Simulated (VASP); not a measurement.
Runs of VASP 6.6.1 on CdS. The structure is that of space group P6_3mc (No. 186), or close to it. The cells are those of the table. 

```tsv
task	cell	cutoff (eV)	gap on the mesh (eV)	pressure (GPa)	largest force (eV/Å)
relaxation of shape and atoms at fixed volume	relaxed from a = 4.239, b = 4.239, c = 6.896 Å, angles 90.0, 90.0, 120.0°, 4 atoms	600	1.04	-1.3	-
relaxation of shape and atoms at fixed volume	relaxed from a = 4.155, b = 4.155, c = 6.759 Å, angles 90.0, 90.0, 120.0°, 4 atoms	600	1.19	2.0	-
relaxation of shape and atoms at fixed volume	relaxed from a = 4.111, b = 4.111, c = 6.689 Å, angles 90.0, 90.0, 120.0°, 4 atoms	600	1.26	4.1	0.01
single point	a = 4.155, b = 4.155, c = 6.759 Å, angles 90.0, 90.0, 120.0°, 4 atoms	520	1.19	2.1	-
single point	a = 4.279, b = 4.279, c = 6.962 Å, angles 90.0, 90.0, 120.0°, 4 atoms	520	0.97	-2.5	-
single point	a = 4.111, b = 4.111, c = 6.689 Å, angles 90.0, 90.0, 120.0°, 4 atoms	520	1.26	(b)	0.01
single point	a = 4.239, b = 4.239, c = 6.896 Å, angles 90.0, 90.0, 120.0°, 4 atoms	520	1.04	(a)	-
relaxation of shape and atoms at fixed volume	relaxed from a = 4.279, b = 4.279, c = 6.962 Å, angles 90.0, 90.0, 120.0°, 4 atoms	600	0.97	-2.5	-
single point	a = 4.197, b = 4.197, c = 6.828 Å, angles 90.0, 90.0, 120.0°, 4 atoms	520	1.11	0.3	-
```

Alike in all rows: level PBE; potentials or basis VASP PAW PBE potentials, release 64 (Cd, S); no spin polarisation; k mesh 6 × 6 × 4; smearing gaussian 0.02 eV.

Q: Fill in the values left out.

A: (a) -1.2; (b) 4.2.

Caveats: the relaxation stopped at its first step, so nothing moved (at least some runs); the cell stands under pressure (at least some runs).

A k mesh can miss the band edges, and the runs leave out spin-orbit coupling on Cd.
